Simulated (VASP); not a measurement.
Wanted: the native input for a VASP 6.6.1 run.

```yaml
Task: single point
Functional: PBEsol
Potentials_or_basis: VASP PAW PBE potentials, release 64 (Bi_d, Te)
Cutoff: 520 eV
k_mesh: 18 × 18 × 18
Occupations: gaussian, width 0.15 eV
Spin: no spin polarisation
Dipole_correction: no
Further_INCAR_settings: ALGO = Normal; EDIFF = 1e-07; NBANDS = 18
```

The structure of BiTe lies in POSCAR:

```
BiTe
1.0
    2.4321170278      1.4041834207      3.1093293297
   -2.4321170278      1.4041834207      3.1093293297
    0.0000000000     -2.8083668414      3.1093293297
Bi Te
1 1
Direct
    0.5000000000      0.5000000000      0.5000000000
    0.0000000000      0.0000000000      0.0000000000
```

This cell differs from its parent crystal: ratio of the length along z to the lengths across it x 0.96, volume and fractional coordinates fixed.

One way to write it, as run:

INCAR

```
PREC     = Accurate       # precision mode
ENCUT    = 520            # plane-wave cutoff, eV
EDIFF    = 1E-7           # SCF threshold, eV
ISMEAR   = 0              # smearing method
SIGMA    = 0.15           # smearing width, eV
LREAL    = F              # projectors in reciprocal space
LASPH    = T              # aspherical terms in the spheres
NELM     = 60             # most SCF steps
ALGO     = Normal         # electronic algorithm
ISIF     = 2              # what is computed and relaxed
LWAVE    = F              # write WAVECAR
LCHARG   = T              # write CHGCAR
GGA      = PS             # functional
LELF     = T              # ELF
LVHAR    = T            
NBANDS   = 18             # bands
```

KPOINTS

```
Automatic mesh
0
Gamma
  18 18 18
```

Potentials or basis: VASP PAW PBE potentials, release 64 (Bi_d, Te).

Command:

```bash
$ cat potpaw_PBE.64/Bi_d/POTCAR potpaw_PBE.64/Te/POTCAR > POTCAR
$ mpirun -np 1 vasp_std > vasp.out
```

It gave:

The pressure is -0.5 GPa and the band gap on the k mesh is zero (an odd number of electrons rules out a gap without spin polarisation).

Caveat: the PAW data sets were made with another functional, which shifts forces and pressure a little; spin-orbit coupling is left out, which moves the levels of the heavy elements; an odd number of electrons without spin polarisation forces a metal; a magnetic or distorted state may lie lower.

Wall time 4.2 min on 1 thread of Intel(R) Xeon(R) Platinum 8488C (Sapphire Rapids), on a shared host, peak memory 0.71 GiB.
